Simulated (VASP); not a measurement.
Write the native input for VASP 6.6.1 that does the following.

```yaml
Task: relaxation of cell and atoms
Functional: PBE
Potentials_or_basis: VASP PAW PBE potentials, release 64 (Bi_d, S)
Cutoff: 600 eV
k_mesh: 8 × 8 × 8
Occupations: gaussian, width 0.1 eV
Spin: no spin polarisation
Dipole_correction: no
Further_INCAR_settings: ALGO = Normal; EDIFF = 1e-07; IBRION = 2; EDIFFG = -0.01; NSW = 100; ISIF = 3
```

The structure of BiS4 lies in POSCAR:

```
BiS4
1.0
   -3.1868959755      3.1868959755      3.1868959755
    3.1868959755     -3.1868959755      3.1868959755
    3.1868959755      3.1868959755     -3.1868959755
Bi S
1 4
Direct
    0.0000000000      0.0000000000      0.0000000000
    0.5000000000      0.5000000000      0.5000000000
    0.0000000000      0.0000000000      0.5000000000
    0.0000000000      0.5000000000      0.0000000000
    0.5000000000      0.0000000000      0.0000000000
```

The input as run:

INCAR

```
SYSTEM = BiS4
ALGO = Normal
EDIFF = 1E-7
EDIFFG = -0.01
ENCUT = 600
GGA = PE
IBRION = 2
ISIF = 3
ISMEAR = 0
LASPH = .True.
LCHARG = .False.
LREAL = .False.
LWAVE = .False.
NELM = 100
NSW = 100
PREC = Accurate
SIGMA = 0.1
```

KPOINTS

```
k-points
0
Gamma
  8 8 8
  0 0 0
```

Potentials or basis: VASP PAW PBE potentials, release 64 (Bi_d, S).

Command:

```console
$ cat potpaw_PBE.64/Bi_d/POTCAR potpaw_PBE.64/S/POTCAR > POTCAR
$ mpirun -np 1 vasp_std > vasp.out
```

Results of the run:

| Property | Result |
| --- | --- |
| Pressure after relaxing | 0.0 GPa |

Caveat: the relaxation stopped at its first step, so nothing moved.

It took 2.2 min on 1 thread of Intel(R) Xeon(R) Platinum 8488C (Sapphire Rapids), with other jobs on the host, peak memory 0.37 GiB.
